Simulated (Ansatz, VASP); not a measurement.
# TePb in VASP and in Ansatz

```
Pb Te
1.0
     0.00000    3.20931    3.20931
     3.20931    0.00000    3.20931
     3.20931    3.20931    0.00000
Pb Te
1 1
Direct
  0.00000 0.00000 0.00000
  0.50000 0.50000 0.50000
```

Alike in both runs: task single point; functional BLYP; k mesh 7 × 7 × 7; occupations fermi-dirac, width 0.05 eV; no spin polarisation.

|  | VASP | Ansatz |
| --- | --- | --- |
| version | VASP 6.6.1 | Ansatz 0.2.0 |
| potentials or method | VASP PAW PBE potentials, release 64 (Pb_d, Te) | Ansatz PAW |
| plane-wave cutoff (eV) | 520 | 420 |
| valence electrons in the cell | 20 | 30 |

Ansatz gave:

| Quantity | Value |
| --- | --- |
| pressure (GPa) | 6.5 |

What did VASP give for the same quantities?

Pressure (GPa): 6.6.

VASP's potentials were made for PBE, not for BLYP. The functional is the same, so the differences come from potentials, cutoffs and numerics. VASP's potentials hold 20 valence electrons a cell and Ansatz's 30, so a difference there can come from the potentials and not from the codes.

Spin-orbit coupling is off throughout.
